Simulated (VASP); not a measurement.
# W2Br3 in VASP: a series of runs, part 2 of 2

VASP 6.6.1. The steps go on from the part before.

## 3. Single point, PBE

This run uses another cell than the first one, of 26.25 Å³/atom.

INCAR reads:

```
SYSTEM = W2Br3
PREC = Accurate ; ENCUT = 520
EDIFF = 1E-6 ; ISMEAR = 0
SIGMA = 0.1 ; LREAL = .FALSE.
LASPH = .TRUE. ; NELM = 100
ALGO = Normal ; ISIF = 2
LWAVE = .FALSE. ; LCHARG = .TRUE.
GGA = PE ; LELF = .TRUE.
LVHAR = .TRUE. ; NBANDS = 60
```

KPOINTS reads:

```
Automatic mesh
0
G
  6 2 4
  0 0 0
```

POSCAR reads:

```
W2Br3
1.0
    3.1372807549      0.0000000000      0.0000000000
    0.0000000000     12.8583104516      0.0000000000
    0.0000000000      0.0000000000      6.5075768218
W Br
4 6
Direct
    0.5000000000      0.7052911387      0.4281200792
    0.5000000000      0.1839953665      0.1363799456
    0.5000000000      0.8160046335      0.1363799456
    0.5000000000      0.2947088613      0.4281200792
    0.5000000000      0.6248955136      0.0632160047
    0.5000000000      0.1711105766      0.7164239833
    0.5000000000      0.5000000000      0.5490781551
    0.5000000000      0.0000000000      0.2625379761
    0.5000000000      0.8288894234      0.7164239833
    0.5000000000      0.3751044864      0.0632160047
```

Potentials or basis: VASP PAW PBE potentials, release 64 (W_sv, Br).

The run is started by

```bash
cat potpaw_PBE.64/W_sv/POTCAR potpaw_PBE.64/Br/POTCAR > POTCAR
mpirun -np 1 vasp_std > vasp.out
```

OUTCAR:

```text
SYSTEM = W2Br3
   PREC = Accurate
   ENCUT = 520
   EDIFF = 1E-6
   ISMEAR = 0
   LREAL = .FALSE.
   LASPH = .TRUE.
   NELM = 100
   ISIF = 2
   GGA = PE

 ion  position               nearest neighbor table
   1  0.500  0.705  0.428-   3 2.37   9 2.46   5 2.59   7 2.75
   2  0.500  0.184  0.136-   4 2.37  10 2.50   8 2.50   6 2.74
   3  0.500  0.816  0.136-   1 2.37   5 2.50   8 2.50   9 2.74
   4  0.500  0.295  0.428-   2 2.37   6 2.46  10 2.59   7 2.75
   5  0.500  0.625  0.063-   3 2.50   1 2.59
   6  0.500  0.171  0.716-   4 2.46   2 2.74
   7  0.500  0.500  0.549-   1 2.75   4 2.75
   8  0.500  0.000  0.263-   2 2.50   3 2.50
   9  0.500  0.829  0.716-   1 2.46   3 2.74
  10  0.500  0.375  0.063-   2 2.50   4 2.59

  LATTYP: Found a simple orthorhombic cell.
 ALAT       =     3.1372807549
 B/A-ratio  =     2.0742730186
 C/A-ratio  =     4.0985526818

  Lattice vectors:

 A1 = (  -3.1372807549,   0.0000000000,   0.0000000000)
 A2 = (   0.0000000000,   0.0000000000,   6.5075768218)
 A3 = (   0.0000000000,  12.8583104516,   0.0000000000)

Analysis of symmetry for initial positions (statically):
=====================================================================
 Subroutine PRICEL returns:
 Original cell was already a primitive cell.

 Routine SETGRP: Setting up the symmetry group for a
 simple orthorhombic supercell.

 Subroutine GETGRP returns: Found  4 space group operations
 (whereof  4 operations were pure point group operations)
 out of a pool of  8 trial point group operations.

The static configuration has the point symmetry C_2v.

Analysis of symmetry for dynamics (positions and initial velocities):
=====================================================================
 Subroutine PRICEL returns:
[... 147 lines left out ...]
  Thomas-Fermi vector in A             =   2.315099
   LORBIT       =      0    0 simple, 1 ext, 2 COOP (PROOUT), +10 PAW based schemes
   GGA     = PE    functional components
   LHFCALC =     F    Hartree Fock is set to
   AEXX    =    0.0000 exact exchange contribution
   IVDW    =     0    specifies the selected vdW correction
   LEPSILON=     F    determine dielectric tensor
   LRPA    =     F    only Hartree local field effects (RPA)
 non-spin polarized calculation
 Gauss-broadening in eV      SIGMA  =   0.10
  energy-cutoff  :      520.00
  volume of cell :      262.52
 maximum number of plane-waves:      7124
 NGX is ok and might be reduce to    24
   NGX = 11   NGY = 47   NGZ = 25

 number of electron      98.0000012 magnetization

 Free energy of the ion-electron system (eV)
  ---------------------------------------------------
  ext. energy  EPLUGINS =         0.00000000
  ---------------------------------------------------
  free energy    TOTEN  =       -55.96174759 eV

  energy without entropy =      -55.92912396  energy(sigma->0) =      -55.94543577

 E-fermi :   4.0257     XC(G=0):  -9.5019

 val. band max:        4.0154050126   @ k =   0.3333   0.0000   0.5000
 cond. band min:       4.0267542309   @ k =   0.3333   0.5000   0.5000
 fundamental gap:      0.0113492183
 Fermi energy:         4.0256507189

 k-point     1 :       0.0000    0.0000    0.0000
  band No.  band energies     occupation
      1     -70.0903      2.00000
      2     -70.0902      2.00000
      3     -69.9372      2.00000
      4     -69.9372      2.00000
      5     -34.9040      2.00000
      6     -34.9032      2.00000
[... 1501 lines left out ...]
     59       7.3121      0.00000
     60       7.6633      0.00000

------------------------ aborting loop because EDIFF is reached ----------------------------------------

  FORCE on cell =-STRESS in cart. coord.  units (eV):
  Direction    XX          YY          ZZ          XY          YZ          ZX
  --------------------------------------------------------------------------------------
  -------------------------------------------------------------------------------------
  Total        0.0549819      0.4808784      0.5621762      0.0000000      0.0000000      0.0000000
  in kB        0.3355629      2.9348729      3.4310453      0.0000000      0.0000000      0.0000000
  external PRESSURE =       2.2338270 kB  Pullay stress =       0.0000000 kB

 VOLUME and BASIS-vectors are now :
 -----------------------------------------------------------------------------
  energy-cutoff  :      520.00
  volume of cell :      262.52
      direct lattice vectors                 reciprocal lattice vectors
     3.137280755  0.000000000  0.000000000     0.318747373  0.000000000  0.000000000
     0.000000000 12.858310452  0.000000000     0.000000000  0.077770715  0.000000000
     0.000000000  0.000000000  6.507576822     0.000000000  0.000000000  0.153667030

 POSITION                                       TOTAL-FORCE (eV/Angst)
 -----------------------------------------------------------------------------------
      1.56864      9.06885      2.78602         0.000000     -0.062302      0.088854
      1.56864      2.36587      0.88750         0.000000     -0.073207     -0.092815
      1.56864     10.49244      0.88750         0.000000      0.073207     -0.092815
      1.56864      3.78946      2.78602         0.000000      0.062302      0.088854
      1.56864      8.03510      0.41138        -0.000000     -0.023782     -0.017013
      1.56864      2.20019      4.66218        -0.000000     -0.012490      0.008390
      1.56864      6.42916      3.57317        -0.000000     -0.000000      0.009760
      1.56864      0.00000      1.70849        -0.000000     -0.000000      0.015407
      1.56864     10.65812      4.66218        -0.000000      0.012490      0.008390
      1.56864      4.82321      0.41138        -0.000000      0.023782     -0.017013
 -----------------------------------------------------------------------------------
    total drift:                                0.000000     -0.000000     -0.000018

  FREE ENERGIE OF THE ION-ELECTRON SYSTEM (eV)
  ---------------------------------------------------
  free  energy   TOTEN  =       -55.9617475867 eV

  energy  without entropy=      -55.9291239618  energy(sigma->0) =      -55.94543577
```

OSZICAR:

```text
N       E                     dE             d eps       ncg     rms          rms(c)
DAV:   1     0.109518868343E+04    0.10952E+04   -0.52601E+04  3240   0.157E+03
DAV:   2     0.271121933544E+02   -0.10681E+04   -0.10366E+04  3352   0.428E+02
DAV:   3    -0.558283943933E+02   -0.82941E+02   -0.79762E+02  3576   0.111E+02
DAV:   4    -0.587740638519E+02   -0.29457E+01   -0.29099E+01  3408   0.205E+01
DAV:   5    -0.588511189846E+02   -0.77055E-01   -0.76876E-01  3588   0.332E+00    0.314E+01
DAV:   6    -0.562495885543E+02    0.26015E+01   -0.65095E+00  3184   0.124E+01    0.132E+01
DAV:   7    -0.560876643502E+02    0.16192E+00   -0.23732E+00  3224   0.766E+00    0.352E+00
DAV:   8    -0.562581356136E+02   -0.17047E+00   -0.22078E+00  3656   0.797E+00    0.391E+00
DAV:   9    -0.559598852136E+02    0.29825E+00   -0.64291E-01  3648   0.418E+00    0.109E+00
DAV:  10    -0.559615399064E+02   -0.16547E-02   -0.48327E-02  3248   0.108E+00    0.404E-01
DAV:  11    -0.559615445081E+02   -0.46018E-05   -0.39292E-03  3720   0.312E-01    0.128E-01
DAV:  12    -0.559616728940E+02   -0.12839E-03   -0.45888E-04  3488   0.114E-01    0.401E-02
DAV:  13    -0.559617175686E+02   -0.44675E-04   -0.87595E-05  3392   0.407E-02    0.215E-02
DAV:  14    -0.559617374712E+02   -0.19903E-04   -0.13941E-05  2904   0.159E-02    0.949E-03
DAV:  15    -0.559617470169E+02   -0.95457E-05   -0.11733E-05  2732   0.140E-02    0.308E-03
DAV:  16    -0.559617475867E+02   -0.56979E-06   -0.53215E-07  2016   0.455E-03
   1 F= -.55961748E+02 E0= -.55945436E+02  d E =-.326236E-01
```

It took 9.2 min on 1 thread of Oxide Virtual Turin-like, shared host; peak memory 0.46 GiB.

What came out:

```yaml
Free_energy: -55.9617 eV
Pressure: 0.2 GPa
Largest_force: 0.118 eV/Å
Band_gap_on_the_k_mesh: zero (bands 49 and 50 overlap by 0.58 eV)
```

Forces on the atoms (eV/Å):
```
W    0.000 -0.062  0.089
W    0.000 -0.073 -0.093
W    0.000  0.073 -0.093
W    0.000  0.062  0.089
Br   0.000 -0.024 -0.017
Br   0.000 -0.012  0.008
Br   0.000  0.000  0.010
Br   0.000  0.000  0.015
Br   0.000  0.012  0.008
Br   0.000  0.024 -0.017
```

Levels at points of the mesh, in eV from the Fermi level:
```tsv
k point	band 46	band 47	band 48	band 49	band 50	band 51	band 52	band 53
(0.00, 0.00, 0.00)	-1.17	-0.80	-0.66	0.10	0.39	1.41	1.59	1.69
(0.50, 0.00, 0.00)	-0.95	-0.53	-0.46	-0.32	0.07	0.22	0.81	2.04
(0.00, 0.50, 0.00)	-1.05	-0.99	-0.66	0.09	0.39	1.34	1.73	1.86
(0.50, 0.50, 0.00)	-0.81	-0.49	-0.46	-0.44	-0.02	0.36	0.77	2.32
(0.00, 0.00, 0.50)	-0.60	-0.30	0.13	0.15	0.30	1.25	1.34	1.49
(0.50, 0.00, 0.50)	-0.75	-0.58	-0.28	0.25	0.75	0.80	1.13	1.37
(0.00, 0.50, 0.50)	-0.59	-0.37	0.12	0.15	0.30	1.33	1.44	1.55
(0.50, 0.50, 0.50)	-0.82	-0.54	-0.14	0.18	0.77	0.83	0.92	1.70
```

Caveat: spin-orbit coupling is left out, which moves the levels of the heavy elements.
